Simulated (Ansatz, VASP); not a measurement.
# Two plane-wave programs on PbS

The input POSCAR:

```
PbS
1.0
    0.0000000000      2.9872321667      2.9872321667
    2.9872321667      0.0000000000      2.9872321667
    2.9872321667      2.9872321667      0.0000000000
Pb S
1 1
Direct
    0.0000000000      0.0000000000      0.0000000000
    0.5000000000      0.5000000000      0.5000000000
```

File INCAR.step1:

```
SYSTEM = PbS
PREC = Accurate
ENCUT = 520
EDIFF = 1E-5
ISMEAR = 0
SIGMA = 0.01
LREAL = .FALSE.
LASPH = .TRUE.
NELM = 80
ALGO = Normal
ISIF = 2
LWAVE = .TRUE.
GGA = PE
NBANDS = 17
```

File INCAR.step2:

```
SYSTEM = PbS
PREC = Accurate
ENCUT = 520
EDIFF = 1E-7
ISMEAR = 0
SIGMA = 0.01
LREAL = .FALSE.
LASPH = .TRUE.
NELM = 80
ALGO = Normal
ISIF = 2
LWAVE = .FALSE.
LCHARG = .TRUE.
GGA = PE
LHFCALC = .TRUE.
HFSCREEN = 0.2079
PRECFOCK = Normal
LELF = .TRUE.
LVHAR = .TRUE.
ISTART = 1
NBANDS = 17
```

Contents of KPOINTS:

```
Automatic mesh
0
G
  6 6 6
  0 0 0
```

Input for Ansatz:

```yaml
crystal:
  lattice:
    - [0.0, 2.9872321667, 2.9872321667]
    - [2.9872321667, 0.0, 2.9872321667]
    - [2.9872321667, 2.9872321667, 0.0]
  atoms:
    - { symbol: Pb, position: [0.0, 0.0, 0.0] }
    - { symbol: S, position: [0.5, 0.5, 0.5] }
kpoints:
  mp_grid: { grid: [6, 6, 6] }
  band_path:
    path:
      - [0.0, 0.0, 0.0]
      - [0.5, 0.0, 0.5]
      - [0.625, 0.25, 0.625]
      - [0.375, 0.375, 0.75]
      - [0.5, 0.5, 0.5]
      - [0.5, 0.25, 0.75]
      - [0.0, 0.0, 0.5]
    npoints: 1
hamiltonian:
  xc: hse06
scf:
  occupations: { method: fixed }
  n_extra_bands: 4
output:
  forces: true
  stress: true
  eigenvalues: true
```

Alike in both runs: task single point; functional HSE06; k mesh 6 × 6 × 6; no spin polarisation.

|  | VASP | Ansatz |
| --- | --- | --- |
| version | VASP 6.6.1 | Ansatz 0.2.0 |
| potentials or method | VASP PAW PBE potentials, release 64 (Pb_d, S) | plane waves, PAW |
| plane-wave cutoff (eV) | 520 | 420 |
| occupations | gaussian, width 0.01 eV | fixed |
| valence electrons in the cell | 20 | 20 |

VASP gave:

```
gap on the k mesh at the Fermi level (eV) : 0.88
pressure (GPa)                            : -0.3
```

Q: Estimate Ansatz's values.

A: gap on the k mesh at the Fermi level (eV): 0.88; pressure (GPa): -0.2.

Ansatz's warnings: stress exchange threshold loose, stress scf threshold loose.

Spin-orbit coupling is off throughout.
